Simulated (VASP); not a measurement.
Input of a VASP 6.6.1 run:

Contents of INCAR:

```
SYSTEM = TiO
ALGO = Normal ; EDIFF = 1E-7
ENCUT = 520 ; GGA = PS
ISIF = 2 ; ISMEAR = 0
LASPH = .TRUE. ; LCHARG = .TRUE.
LELF = .TRUE. ; LREAL = .FALSE.
LVHAR = .TRUE. ; LWAVE = .FALSE.
NBANDS = 26 ; NELM = 100
PREC = Accurate ; SIGMA = 0.01
```

File KPOINTS:

```
k-points
0
G
  18 18 8
  0 0 0
```

Contents of POSCAR:

```
TiO
1.0
    2.8516080131      0.0000000000      0.0000000000
   -1.4258040066      2.4695649810      0.0000000000
    0.0000000000      0.0000000000      5.5675030000
Ti O
2 2
Direct
    0.3333333333      0.6666666667      0.2500000000
    0.6666666667      0.3333333333      0.7500000000
    0.0000000000      0.0000000000      0.0000000000
    0.0000000000      0.0000000000      0.5000000000
```

Potentials or basis: VASP PAW PBE potentials, release 64 (Ti_sv, O).

The run is started by

```console
$ cat potpaw_PBE.64/Ti_sv/POTCAR potpaw_PBE.64/O/POTCAR > POTCAR
$ mpirun -np 1 vasp_std > vasp.out
```

Q: Estimate the band gap on the k mesh.

A: Zero (bands 18 and 19 overlap by 0.21 eV).

Q: Predict the pressure.

A: -9.3 GPa.

Stress tensor (GPa, compression positive):
```
 -8.51   0.00   0.00
  0.00  -8.51   0.00
  0.00   0.00 -10.96
```

Caveat: the cell stands under tension; the PAW data sets were made with another functional, which shifts forces and pressure a little; semilocal functionals often make such compounds metallic where correlation or magnetic order opens a gap, which also shifts bond lengths.
